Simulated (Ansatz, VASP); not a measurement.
# Two plane-wave programs on BN

```
CELL_PARAMETERS angstrom
2.50611 0.00000 0.00000
-1.25306 2.17036 0.00000
0.00000 0.00000 10.28004
ATOMIC_POSITIONS crystal
B 0.00000 0.00000 0.00034
B 0.66667 0.33333 0.33368
B 0.33333 0.66667 0.66701
N 0.66667 0.33333 0.00056
N 0.33333 0.66667 0.33389
N 0.00000 0.00000 0.66722
```

Change from the starting cell: strain along c alone, the other axes held, atoms relaxed: +4.0 %.

Alike in both runs: task relaxation of the atoms; functional PBE; dispersion D3(BJ); k mesh 12 × 12 × 4; occupations gaussian, width 0.02 eV; no spin polarisation.

```csv
,VASP,Ansatz
version,VASP 6.6.1,Ansatz 0.2.0
potentials or method,"VASP PAW PBE potentials, release 64 (B, N), cutoff 520 eV","scalar-relativistic, plane waves, PAW"
valence electrons in the cell,24,24
```

```csv
,VASP,Ansatz,Ansatz less VASP
"gap on the k mesh at the Fermi level, each at its own relaxed structure (eV)",4.30,4.31,+0.007
```

Ansatz's warnings: stress scf threshold loose.

Noted on VASP's run: the relaxation stopped at its first step, so nothing moved.
